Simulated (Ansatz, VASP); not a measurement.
## AlFe in VASP and in Ansatz

The input INCAR:

```
PREC     = Accurate       # precision mode
ENCUT    = 690            # plane-wave cutoff, eV
EDIFF    = 1E-6           # SCF threshold, eV
ISMEAR   = -1             # smearing method
SIGMA    = 0.05           # smearing width, eV
LREAL    = F              # projectors in reciprocal space
LASPH    = T              # aspherical terms in the spheres
NELM     = 200            # most SCF steps
ALGO     = Normal         # electronic algorithm
ISIF     = 2              # what is computed and relaxed
LWAVE    = F              # write WAVECAR
LCHARG   = F              # write CHGCAR
ISPIN    = 2              # spin polarisation
MAGMOM   = 2.2 0          # initial moments
LORBIT   = 11             # projections on sites
NUPDOWN  = 2.2            # fixed moment
LMAXMIX  = 4              # l up to which the mixer works
GGA      = PS             # functional
NBANDS   = 20             # bands
GGA_COMPAT= F
```

Contents of KPOINTS:

```
Automatic mesh
0
Gamma
  8 8 8
```

File POSCAR:

```
AlFe
1.0
    2.9100000000      0.0000000000      0.0000000000
    0.0000000000      2.9100000000      0.0000000000
    0.0000000000      0.0000000000      2.9100000000
Fe Al
1 1
Direct
    0.5000000000      0.5000000000      0.5000000000
    0.0000000000      0.0000000000      0.0000000000
```

File input.yaml:

```yaml
crystal:
  lattice:
    - [2.91, 0.0, 0.0]
    - [0.0, 2.91, 0.0]
    - [0.0, 0.0, 2.91]
  atoms:
    - { symbol: Fe, position: [0.5, 0.5, 0.5], spin: 2.2 }
    - { symbol: Al, position: [0.0, 0.0, 0.0] }
hamiltonian:
  xc: pbesol
  pseudopotentials: { kind: paw }
magnetization:
  spin_polarized: true
  initial_magnetization: 2.2
  spin_locking: { lock_magnetization: hard }
kpoints:
  mp_grid: { grid: [8, 8, 8] }
scf:
  occupations: { method: fermi_dirac, width: 0.05 }
  lower_state_search: "off"
output:
  forces: true
  stress: true
  eigenvalues: true
```

Alike in both runs: task single point; functional PBEsol; k mesh 8 × 8 × 8; occupations fermi-dirac, width 0.05 eV; collinear spin; fixed moment 2.2 μB.

|  | VASP | Ansatz |
| --- | --- | --- |
| version | VASP 6.6.1 | Ansatz 0.2.0 |
| potentials or method | VASP PAW PBE potentials, release 64 (Fe_sv, Al) | Ansatz PAW |
| plane-wave cutoff (eV) | 690 | 420 |
| valence electrons in the cell | 19 | 19 |

VASP gave:

```
pressure (GPa)                                                : 1.2
net moment per atom (μB)                                      : 1.10
size of the moment on the site where the two differ most (μB) : 2.07
```

Q: Estimate Ansatz's values.

A: Pressure (GPa): 1.7; net moment per atom (μB): 1.10; size of the moment on the site where the two differ most (μB): 2.17.

VASP's potentials were made for PBE, not for PBEsol. Site moments also hang on the region over which each program counts them.
